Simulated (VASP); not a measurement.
Write the native input for VASP 6.6.1 that does the following.

```yaml
Task: single point
Functional: PBEsol
Potentials_or_basis: VASP PAW PBE potentials, release 64 (Si, Sn_d)
Cutoff: 520 eV
k_mesh: 1 × 1 × 1, shifted
Occupations: fermi-dirac, width 0.05 eV
Spin: no spin polarisation
Dipole_correction: no
Further_INCAR_settings: LREAL = Auto; ALGO = Normal; EDIFF = 1e-06; NBANDS = 226
```

The structure of Si13Sn3 lies in POSCAR:

```
Si13Sn3
1.0
   11.2738695400      0.0000000000      0.0000000000
    0.0000000000     11.2738695400      0.0000000000
    0.0000000000      0.0000000000     11.2738695400
Si Sn
52 12
Direct
    0.0034820000      0.9799000000      0.0188800000
    0.9887730000      0.9876910000      0.4885300000
    0.9910650000      0.5187620000      0.0151950000
    0.0090660000      0.5108600000      0.4917360000
    0.5014000000      0.9724350000      0.9979900000
    0.4991890000      0.9961460000      0.4988740000
    0.5062290000      0.5187660000      0.9865130000
    0.5044600000      0.5061370000      0.4989860000
    0.1135450000      0.1099820000      0.1437200000
    0.1221530000      0.6319000000      0.1320700000
    0.1288920000      0.6316710000      0.6226030000
    0.6233030000      0.1233780000      0.6175990000
    0.6284270000      0.6283130000      0.1234160000
    0.6233430000      0.6303690000      0.6240930000
    0.2597080000      0.2618040000      0.4883970000
    0.2488800000      0.7426610000      0.0040640000
    0.2521550000      0.7497520000      0.4970250000
    0.7435970000      0.2403500000      0.4898620000
    0.7504990000      0.7520190000      0.0010220000
    0.7494640000      0.7469220000      0.5001970000
    0.3805800000      0.3819400000      0.6163380000
    0.3706370000      0.8675320000      0.1267680000
    0.3861450000      0.8608730000      0.6134800000
    0.8831710000      0.3864770000      0.1394730000
    0.8754060000      0.8634990000      0.1326480000
    0.8710250000      0.8687180000      0.6231650000
    0.2469480000      0.9923230000      0.2566360000
    0.2398460000      0.5148290000      0.2590330000
    0.2630950000      0.5145450000      0.7382590000
    0.7609980000      0.9835140000      0.2597890000
    0.7371190000      0.9866090000      0.7393190000
    0.7532470000      0.5056150000      0.2550600000
    0.7417960000      0.5189570000      0.7532910000
    0.3662030000      0.1146250000      0.3843310000
    0.3745450000      0.6273830000      0.3760790000
    0.3770790000      0.6352100000      0.8688600000
    0.8723820000      0.1202230000      0.3732470000
    0.8777010000      0.6293120000      0.3751080000
    0.8706950000      0.6302060000      0.8799180000
    0.9987250000      0.2487270000      0.2579830000
    0.0001920000      0.7486500000      0.2530000000
    0.9966320000      0.7465980000      0.7528270000
    0.5113370000      0.2631220000      0.7338420000
    0.4997820000      0.7482010000      0.2499810000
    0.5018720000      0.7484240000      0.7448120000
    0.1272350000      0.3786080000      0.3729850000
    0.1226550000      0.8684630000      0.3750930000
    0.1170040000      0.8578150000      0.8890490000
    0.6342650000      0.3838060000      0.3837340000
    0.6183280000      0.3938400000      0.8610400000
    0.6260960000      0.8707870000      0.3769640000
    0.6242150000      0.8632030000      0.8699200000
    0.1271580000      0.1219500000      0.6015080000
    0.6276860000      0.1031510000      0.1277880000
    0.2417640000      0.2399730000      0.0126080000
    0.7475430000      0.2689730000      0.0001500000
    0.3774620000      0.3986340000      0.1277360000
    0.8612120000      0.3888930000      0.6126430000
    0.2496000000      0.9764660000      0.7473880000
    0.3949890000      0.1226950000      0.8699090000
    0.8721810000      0.1006270000      0.8801460000
    0.9975680000      0.2525290000      0.7485070000
    0.5004470000      0.2488480000      0.2671520000
    0.1267220000      0.4019310000      0.8791230000
```

One way to write it, as run:

INCAR

```
PREC = Accurate
ENCUT = 520
EDIFF = 1E-6
ISMEAR = -1
SIGMA = 0.05
LREAL = Auto
LASPH = True
NELM = 80
ALGO = Normal
ISIF = 2
LWAVE = False
LCHARG = True
GGA = PS
LELF = True
LVHAR = True
NBANDS = 226
```

KPOINTS

```
Automatic mesh
0
Gamma
  1 1 1
  0.5 0.5 0.5
```

Potentials or basis: VASP PAW PBE potentials, release 64 (Si, Sn_d).

Launch:

```bash
$ cat potpaw_PBE.64/Si/POTCAR potpaw_PBE.64/Sn_d/POTCAR > POTCAR
$ mpirun -np 1 vasp_std > vasp.out
```

Results of the run:

| Quantity | Value |
| --- | --- |
| Pressure | 0.0 GPa |
| Largest force | 0.031 eV/Å |
| Band gap on the k mesh | 0.55 eV |

Caveat: the k points lie up to 0.56 Å⁻¹ apart; the PAW data sets were made with another functional, which shifts forces and pressure a little; spin-orbit coupling is left out, which moves the levels of the heavy elements.

Wall time 11 min on 1 thread of Intel(R) Xeon(R) Platinum 8375C CPU @ 2.90GHz (Ice Lake) (shared host), peak memory 1.1 GiB.
